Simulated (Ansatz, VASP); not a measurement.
## Two plane-wave programs on Ge

File INCAR:

```
SYSTEM = Ge
PREC = Accurate
ENCUT = 520
EDIFF = 1E-6
ISMEAR = -1
SIGMA = 0.1
LREAL = .FALSE.
LASPH = .TRUE.
NELM = 100
ALGO = Normal
ISIF = 2
LWAVE = .FALSE.
LCHARG = .FALSE.
GGA = B5
ALDAX = 1.0
AGGAX = 1.0
AGGAC = 1.0
ALDAC = 0.0
NBANDS = 36
```

The input KPOINTS:

```
Automatic mesh
0
G
  13 13 4
  0 0 0
```

Contents of POSCAR:

```
Ge
1.0
    3.1638298932      0.0000000000      0.0000000000
   -1.5819149466      2.7399570608      0.0000000000
    0.0000000000      0.0000000000     10.4560936926
Ge
4
Direct
    1.0000000000      1.0000000000      0.0000000000
    1.0000000000      1.0000000000      0.5000000000
    0.3333333333      0.6666666667      0.2500000000
    0.6666666667      0.3333333333      0.7500000000
```

Input for Ansatz:

```yaml
crystal:
  lattice:
    - [3.1638298932, 0.0, 0.0]
    - [-1.5819149466, 2.7399570608, 0.0]
    - [0.0, 0.0, 10.4560936926]
  atoms:
    - { symbol: Ge, position: [1.0, 1.0, 0.0] }
    - { symbol: Ge, position: [1.0, 1.0, 0.5] }
    - { symbol: Ge, position: [0.3333333333, 0.6666666667, 0.25] }
    - { symbol: Ge, position: [0.6666666667, 0.3333333333, 0.75] }
hamiltonian:
  xc: blyp
  pseudopotentials:
    kind: paw
    azcp:
      Ge: "pseudopotentials/Ge.paw.azcp"
basis:
  ecutwfc: 420
  fft_grid_basis: typed
kpoints:
  mp_grid: { grid: [13, 13, 4], shift: [0, 0, 0] }
magnetization:
  spin_polarized: false
scf:
  occupations: { method: fermi_dirac, width: 0.1 }
  lower_state_search: "off"
output:
  stress: true
```

Alike in both runs: task single point; functional BLYP; k mesh 13 × 13 × 4; occupations fermi-dirac, width 0.1 eV; no spin polarisation.

|  | VASP | Ansatz |
| --- | --- | --- |
| version | VASP 6.6.1 | Ansatz 0.2.0 |
| potentials or method | VASP PAW PBE potentials, release 64 (Ge_d), cutoff 520 eV | plane waves (420 eV) with PAW, scalar-relativistic |
| valence electrons in the cell | 56 | 56 |

Ansatz gave:

- pressure (GPa): -1.8
- traceless stress, the component that is largest in VASP (GPa): 0.36

What did VASP give for the same quantities?

Pressure (GPa): -1.9; traceless stress, the component that is largest in VASP (GPa): 0.36.

VASP's potentials were made for PBE, not for BLYP. The functional is the same, so the differences come from potentials, cutoffs and numerics.
